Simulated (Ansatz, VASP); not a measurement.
Two plane-wave programs on Si2C

```
Si C
1.0
     3.01312    0.00000    0.00000
    -1.50656    2.60943    0.00000
     0.00000    0.00000    9.88635
Si C
4 2
Direct
  0.33333 0.66667 0.00000
  0.33333 0.66667 0.24101
  0.33333 0.66667 0.75899
  0.66667 0.33333 0.50000
  0.66667 0.33333 0.30362
  0.66667 0.33333 0.69638
```

Alike in both runs: functional PBE; k mesh 12 × 12 × 4; occupations gaussian, width 0.1 eV; no spin polarisation.

Ansatz relaxed the structure, and its values are those at the end. VASP's run is a single point on that final structure, the one shown.

|  | VASP | Ansatz |
| --- | --- | --- |
| version | VASP 6.6.1 | Ansatz 0.2.0 |
| potentials or method | VASP PAW PBE potentials, release 64 (Si, C), cutoff 520 eV | scalar-relativistic, plane waves, PAW |
| valence electrons in the cell | 24 | 24 |

Ansatz gave:

- gap on the k mesh at the Fermi level (eV): none
- pressure (GPa): 0.0
- rms of the force components (eV/Å): 0.001

Q: Which values does VASP return?

A: gap on the k mesh at the Fermi level (eV): none; pressure (GPa): 0.0; rms of the force components (eV/Å): 0.004.

A gap of «none» marks a metal or a gap that the smearing closes.
